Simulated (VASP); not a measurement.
# BaTiO3 (R3m) in VASP: notebook

Runs on BaTiO3. Level: PBE. Tasks: single point.

Everything below comes from runs of VASP 6.6.1. Logs are shortened: lines on timing, memory, paths and dates and some standing lists are left out, and cuts for length are marked.

## (1) The cell of the first run

It takes space group R3m (No. 160, trigonal). Conventional cell: a = 5.655 Å, b = 5.655 Å, c = 6.953 Å, α = 90.00°, β = 90.00°, γ = 120.00°. Ba (site symmetry 3m) has 12 O at 2.77 to 2.90 Å and 8 Ti at 3.40 to 3.56 Å within 3.6 Å. Within 2.5 Å of Ti (site symmetry 3m) lie 6 O at 1.88 to 2.13 Å. Within 2.5 Å of O (site symmetry m) lie 2 Ti at 1.88 to 2.13 Å.

## (2) Single point, PBE

INCAR

```
PREC = Accurate
ENCUT = 910
EDIFF = 1E-6
ISMEAR = -1
SIGMA = 0.02
LREAL = False
LASPH = True
NELM = 120
ALGO = Normal
ISIF = 2
LWAVE = False
LCHARG = False
GGA = PE
NBANDS = 28
GGA_COMPAT = False
```

KPOINTS

```
Automatic mesh
0
Gamma
  8 8 8
```

POSCAR

```
BaTiO3
1.0
    2.8276671207      1.6325543733      2.3177320127
   -2.8276671207      1.6325543733      2.3177320127
    0.0000000000     -3.2651087466      2.3177320127
Ba Ti O
1 1 3
Direct
   -0.0019543295     -0.0019543295     -0.0019543295
    0.4863644942      0.4863644942      0.4863644942
    0.5100996181      0.5100996181      0.0166905991
    0.0166905991      0.5100996181      0.5100996181
    0.5100996181      0.0166905991      0.5100996181
```

Potentials or basis: VASP PAW PBE potentials, release 64 (Ba_sv, Ti_sv, O_h).

Run with:

```bash
$ cat potpaw_PBE.64/Ba_sv/POTCAR potpaw_PBE.64/Ti_sv/POTCAR potpaw_PBE.64/O_h/POTCAR > POTCAR
$ mpirun -np 1 vasp_std > vasp.out
```

OUTCAR:

```text
PREC = Accurate
   ENCUT = 910
   EDIFF = 1E-6
   ISMEAR = -1
   LREAL = False
   LASPH = True
   NELM = 120
   ISIF = 2
   GGA = PE

 ion  position               nearest neighbor table
   1  0.998  0.998  0.998-   3 2.77   4 2.77   5 2.77   4 2.83   5 2.83   5 2.83   4 2.83   3 2.83
                             3 2.83   3 2.90   4 2.90   5 2.90   2 3.40   2 3.44   2 3.44   2 3.44
   2  0.486  0.486  0.486-   3 1.88   4 1.88   5 1.88   3 2.13   4 2.13   5 2.13   1 3.40   1 3.44
                             1 3.44   1 3.44   1 3.49   1 3.49   1 3.49   1 3.56
   3  0.510  0.510  0.017-   2 1.88   2 2.13   1 2.77   1 2.83   1 2.83   1 2.90
   4  0.017  0.510  0.510-   2 1.88   2 2.13   1 2.77   1 2.83   1 2.83   1 2.90
   5  0.510  0.017  0.510-   2 1.88   2 2.13   1 2.77   1 2.83   1 2.83   1 2.90

  LATTYP: Found a trigonal (rhomboedric) cell.
 ALAT       =     4.0041000000
 COS(alpha) =     0.0025830844

  Lattice vectors:

 A1 = (   2.8276671207,   1.6325543733,   2.3177320127)
 A2 = (  -2.8276671207,   1.6325543733,   2.3177320127)
 A3 = (   0.0000000000,  -3.2651087466,   2.3177320127)

Analysis of symmetry for initial positions (statically):
=====================================================================
 Subroutine PRICEL returns:
 Original cell was already a primitive cell.

 Routine SETGRP: Setting up the symmetry group for a
 trigonal (rhombohedral) supercell.

 Subroutine GETGRP returns: Found  6 space group operations
 (whereof  6 operations were pure point group operations)
 out of a pool of 12 trial point group operations.

The static configuration has the point symmetry C_3v.

Analysis of symmetry for dynamics (positions and initial velocities):
=====================================================================
 Subroutine PRICEL returns:
 Original cell was already a primitive cell.

 Routine SETGRP: Setting up the symmetry group for a
 trigonal (rhombohedral) supercell.

 Subroutine GETGRP returns: Found  6 space group operations
 (whereof  6 operations were pure point group operations)
 out of a pool of 12 trial point group operations.

The dynamic configuration has the point symmetry C_3v.

 Subroutine INISYM returns: Found  6 space group operations
 (whereof  6 operations are pure point group operations),
 and found     1 'primitive' translations

----------------------------------------------------------------------------------------

                                     Primitive cell

[... 92 lines left out ...]
   LSORBIT =      F    spin-orbit coupling
   LASPH  =      T    aspherical Exc in radial PAW
   ENCUT  =  910.0 eV  66.88 Ry    8.18 a.u.   9.85  9.85  9.85*2*pi/ulx,y,z
   NELM   =    120;   NELMIN=  2; NELMDL= -5     # of ELM steps
   EDIFF  = 0.1E-05   stopping-criterion for ELM
   LREAL  =      F    real-space projection
   EDIFFG = 0.1E-04   stopping-criterion for IOM
   NSW    =      0    number of steps for IOM
   IBRION =     -1    ionic relax: 0-MD 1-quasi-New 2-CG
   NFREE  =      0    steps in history (QN), initial steepest desc. (CG)
   ISIF   =      2    stress and relaxation
   ISYM   =      2    0-nonsym 1-usesym 2-fastsym
   POTIM  = 0.5000    time-step for ionic-motion
   TEBEG  =    0.0;   TEEND  =   0.0 temperature during run
   PSTRESS=    0.0 pullay stress
   NELECT =      40.0000    total number of electrons
   NUPDOWN=      -1.0000    fix difference up-down
   EMIN   =  10.00;   EMAX   =-10.00  energy-range for DOS
   EFERMI =   0.00;   METHOD = LEGACY
   ISMEAR =    -1;   SIGMA  =   0.02  broadening in eV -4-tet -1-fermi 0-gaus
   EFERMI_NEDOS =   21; number of points for ismear=-14 and -15
   IALGO  =     38    algorithm
   IMIX   =      4    mixing-type and parameters
     AMIX     =   0.40;   BMIX     =  1.00
     AMIX_MAG =   1.60;   BMIX_MAG =  1.00
  volume/ion in A,a.u.               =      12.84        86.64
  Fermi-wavevector in a.u.,A,eV,Ry     =   1.398271  2.642349 26.601592  1.955162
  Thomas-Fermi vector in A             =   2.521445
   LORBIT       =      0    0 simple, 1 ext, 2 COOP (PROOUT), +10 PAW based schemes
   GGA     = PE    functional components
   LHFCALC =     F    Hartree Fock is set to
   AEXX    =    0.0000 exact exchange contribution
   IVDW    =     0    specifies the selected vdW correction
   LEPSILON=     F    determine dielectric tensor
   LRPA    =     F    only Hartree local field effects (RPA)
 non-spin polarized calculation
  energy-cutoff  :      910.00
  volume of cell :       64.20
 maximum number of plane-waves:      4032
   NGX = 19   NGY = 19   NGZ = 19

 number of electron      39.9999999 magnetization

 Free energy of the ion-electron system (eV)
  ---------------------------------------------------
  ext. energy  EPLUGINS =         0.00000000
  ---------------------------------------------------
  free energy    TOTEN  =       -40.02101957 eV

  energy without entropy =      -40.02101957  energy(sigma->0) =      -40.02101957

 E-fermi :   4.6790     XC(G=0): -11.2419

 val. band max:        4.1299384901   @ k =   0.5000   0.5000   0.5000
 cond. band min:       6.4449326099   @ k =   0.0000   0.0000   0.0000
 fundamental gap:      2.3149941198
 Fermi energy:         4.6789789435

 k-point     1 :       0.0000    0.0000    0.0000
  band No.  band energies     occupation
      1     -52.2066      2.00000
      2     -28.4550      2.00000
      3     -28.4550      2.00000
      4     -28.4543      2.00000
      5     -20.6665      2.00000
      6     -12.7033      2.00000
[... 733 lines left out ...]
     27      11.7086      0.00000
     28      12.8285      0.00000

 [... further k-points ...]
[... 5 lines left out ...]
  --------------------------------------------------------------------------------------
  -------------------------------------------------------------------------------------
  Total        2.3891243      2.3891243      2.3931422     -0.0000000     -0.0000000     -0.0000000
  in kB       59.6264446     59.6264446     59.7267221     -0.0000000     -0.0000000     -0.0000000
  external PRESSURE =      59.6598704 kB  Pullay stress =       0.0000000 kB

 VOLUME and BASIS-vectors are now :
 -----------------------------------------------------------------------------
  energy-cutoff  :      910.00
  volume of cell :       64.20
      direct lattice vectors                 reciprocal lattice vectors
     2.827667121  1.632554373  2.317732013     0.176824208  0.102089504  0.143818755
    -2.827667121  1.632554373  2.317732013    -0.176824208  0.102089504  0.143818755
     0.000000000 -3.265108747  2.317732013     0.000000000 -0.204179009  0.143818755

 POSITION                                       TOTAL-FORCE (eV/Angst)
 -----------------------------------------------------------------------------------
      0.00000      0.00000      6.93961         0.000000      0.000000      0.038655
      0.00000      0.00000      3.38179         0.000000      0.000000      0.024338
      0.00000      1.61103      2.40323         0.000000      0.009217     -0.020998
     -1.39520     -0.80552      2.40323        -0.007982     -0.004608     -0.020998
      1.39520     -0.80552      2.40323         0.007982     -0.004608     -0.020998
 -----------------------------------------------------------------------------------
    total drift:                                0.000000      0.000003      0.001796

  FREE ENERGIE OF THE ION-ELECTRON SYSTEM (eV)
  ---------------------------------------------------
  free  energy   TOTEN  =       -40.0210195667 eV

  energy  without entropy=      -40.0210195667  energy(sigma->0) =      -40.02101957
```

OSZICAR:

```text
N       E                     dE             d eps       ncg     rms          rms(c)
DAV:   1     0.596815227557E+03    0.59682E+03   -0.28693E+04  3640   0.234E+03
DAV:   2     0.600580084194E+02   -0.53676E+03   -0.51130E+03  3848   0.546E+02
DAV:   3    -0.441400031203E+02   -0.10420E+03   -0.98970E+02  5564   0.191E+02
DAV:   4    -0.503397489161E+02   -0.61997E+01   -0.61748E+01  4664   0.463E+01
DAV:   5    -0.506113967675E+02   -0.27165E+00   -0.27143E+00  5752   0.898E+00    0.240E+01
DAV:   6    -0.401191790319E+02    0.10492E+02   -0.55286E+01  5608   0.678E+01    0.101E+01
DAV:   7    -0.401770836104E+02   -0.57905E-01   -0.11141E+01  5064   0.240E+01    0.725E+00
DAV:   8    -0.400170774472E+02    0.16001E+00   -0.69407E-01  4404   0.732E+00    0.388E+00
DAV:   9    -0.400440527175E+02   -0.26975E-01   -0.38372E-01  5528   0.569E+00    0.154E+00
DAV:  10    -0.400267118655E+02    0.17341E-01   -0.16095E-01  4400   0.411E+00    0.737E-01
DAV:  11    -0.400212569709E+02    0.54549E-02   -0.26459E-02  4868   0.991E-01    0.222E-01
DAV:  12    -0.400213456079E+02   -0.88637E-04   -0.52850E-03  4604   0.719E-01    0.153E-01
DAV:  13    -0.400210178041E+02    0.32780E-03   -0.96793E-04  4508   0.340E-01    0.314E-02
DAV:  14    -0.400210193352E+02   -0.15311E-05   -0.91177E-05  5568   0.855E-02    0.991E-03
DAV:  15    -0.400210205298E+02   -0.11946E-05   -0.22876E-05  4384   0.462E-02    0.866E-03
DAV:  16    -0.400210195667E+02    0.96302E-06   -0.34966E-06  3956   0.207E-02
   1 F= -.40021020E+02 E0= -.40021020E+02  d E =-.121335E-13
```

stdout:

```text
POSCAR found type information on POSCAR BaTiO
 POSCAR found :  3 types and       5 ions
 scaLAPACK will be used
 LDA part: xc-table for (Slater+PW92), standard interpolation
 POSCAR, INCAR and KPOINTS ok, starting setup
 FFT: planning ... GRIDC
 FFT: planning ... GRID_SOFT
 FFT: planning ... GRID
 WAVECAR not read
 entering main loop
```

Wall time 3.4 min (1 thread of Intel Xeon Platinum 8488C (Sapphire Rapids), shared host); peak memory 0.43 GiB.

Results:

* Free energy: -40.0210 eV
* Pressure: 6.0 GPa
* Largest force: 0.039 eV/Å
* Band gap on the k mesh: 2.31 eV (least direct gap 2.69 eV)

Forces on the atoms (eV/Å):
```
Ba   0.000  0.000  0.039
Ti   0.000  0.000  0.024
O    0.000  0.009 -0.021
O   -0.008 -0.005 -0.021
O    0.008 -0.005 -0.021
```

Caveat: the cutoff is under 1.25 times the usual one of these potentials, so pressure, stress and relaxed cells hold a basis-set (Pulay) error; the cell stands under pressure; spin-orbit coupling is left out, which moves the levels of the heavy elements. A k mesh can miss the band edges.

## (3) Single point, PBE (z stretched by +1 %, then relaxed in part)

INCAR

```
PREC = Accurate ; ENCUT = 910
EDIFF = 1E-6 ; ISMEAR = -1
SIGMA = 0.02 ; LREAL = False
LASPH = True ; NELM = 120
ALGO = Normal ; ISIF = 2
LWAVE = False ; LCHARG = False
GGA = PE ; NBANDS = 28
GGA_COMPAT = False
```

KPOINTS

```
regular mesh
0
Gamma
  8 8 8
```

POSCAR

```
BaTiO3
1.0
    2.8276671207      1.6325543733      2.3409093328
   -2.8276671207      1.6325543733      2.3409093328
    0.0000000000     -3.2651087466      2.3409093328
Ba Ti O
1 1 3
Direct
   -0.0029961267     -0.0029961267     -0.0029961267
    0.4843063055      0.4843063055      0.4843063055
    0.5110056624      0.5110056624      0.0179784963
    0.0179784963      0.5110056624      0.5110056624
    0.5110056624      0.0179784963      0.5110056624
```

Potentials or basis: VASP PAW PBE potentials, release 64 (Ba_sv, Ti_sv, O_h).

Run with:

```bash
$ cat potpaw_PBE.64/Ba_sv/POTCAR potpaw_PBE.64/Ti_sv/POTCAR potpaw_PBE.64/O_h/POTCAR > POTCAR
$ mpirun -np 1 vasp_std > vasp.out
```

Wall time 3.2 min (1 thread of AMD EPYC 7R13 (Zen 3), shared host); peak memory 0.4 GiB.

Results (log left out):

* Free energy: -40.0403 eV
* Pressure: 4.8 GPa
* Largest force: 0.046 eV/Å
* Band gap on the k mesh: 2.41 eV (least direct gap 2.82 eV)

Forces on the atoms (eV/Å):
```
Ba   0.000  0.000  0.040
Ti   0.000  0.000  0.046
O    0.000  0.003 -0.029
O   -0.003 -0.002 -0.029
O    0.003 -0.002 -0.029
```

Stress tensor (GPa, compression positive):
```
5.50 0.00 0.00
0.00 5.50 0.00
0.00 0.00 3.54
```

Levels at points of the mesh, in eV from the valence-band top:
```tsv
k point	band 18	band 19	band 20	band 21	band 22	band 23
(0.00, 0.00, 0.00)	-0.59	-0.40	-0.40	2.41	2.41	2.60
(0.50, 0.00, 0.00)	-1.60	-0.99	-0.81	2.59	3.76	3.87
(0.50, 0.50, 0.00)	-0.90	-0.83	-0.08	3.83	3.85	4.16
(0.50, 0.50, 0.50)	-0.01	-0.01	0.00	4.28	4.43	4.43
```

Caveat: the cell differs from its parent crystal (z stretched by +1 %, then relaxed in part); the cutoff is under 1.25 times the usual one of these potentials, so pressure, stress and relaxed cells hold a basis-set (Pulay) error; the cell stands under pressure; spin-orbit coupling is left out, which moves the levels of the heavy elements.
